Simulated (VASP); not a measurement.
Here is a VASP 6.6.1 calculation.

File POSCAR:

```
Ti2O
1.0
    2.7313094894      0.0000000000      0.0000000000
   -1.3656547447      2.3653834034      0.0000000000
    0.0000000000      0.0000000000      4.6931908154
Ti O
2 1
Direct
    0.6666666667      0.3333333333      0.2707615662
    0.3333333333      0.6666666667      0.7292384338
    0.0000000000      0.0000000000      0.0000000000
```

Contents of INCAR.step1:

```
ALGO = Normal
EDIFF = 1E-5
ENCUT = 660
GGA = PE
GGA_COMPAT = False
ISMEAR = 0
LASPH = True
LCHARG = False
LDAU = True
LDAUJ = 0 0
LDAUL = 2 -1
LDAUTYPE = 2
LDAUU = 4 0
LMAXMIX = 4
LREAL = False
LWAVE = True
NBANDS = 22
NELM = 200
PREC = Accurate
SIGMA = 0.15
```

INCAR.step2

```
ALGO = Normal
EDIFF = 1E-6
ENCUT = 660
GGA_COMPAT = False
ISIF = 2
ISMEAR = 0
ISTART = 1
LASPH = True
LCHARG = False
LDAU = True
LDAUJ = 0 0
LDAUL = 2 -1
LDAUPRINT = 1
LDAUTYPE = 2
LDAUU = 4 0
LMAXMIX = 4
LMIXTAU = True
LREAL = False
LWAVE = False
METAGGA = R2SCAN
NBANDS = 22
NELM = 200
PREC = Accurate
SIGMA = 0.15
```

KPOINTS

```
k-points
0
Gamma
  18 18 10
```

Potentials or basis: VASP PAW PBE potentials, release 64 (Ti_sv, O).

Launch:

```console
$ cat potpaw_PBE.64/Ti_sv/POTCAR potpaw_PBE.64/O/POTCAR > POTCAR
$ cp INCAR.step1 INCAR
$ mpirun -np 1 vasp_std > vasp.out
$ cp INCAR.step2 INCAR
$ mpirun -np 1 vasp_std > vasp.out
```

(1) Predict the band gap on the k mesh.

(2) Predict the largest force.

(3) Estimate the pressure.

## Answers

(1) zero (bands 15 and 16 overlap by 1.22 eV).

(2) 1.039 eV/Å.

(3) 70.3 GPa.

Caveat: the cell differs from its parent crystal (strain -0.080 along x and y, -0.040 along z); the stress differs along the axes, from 60 to 75 GPa; the PAW data sets were made with another functional, which shifts forces and pressure a little; U without spin polarisation on a metal has little footing.
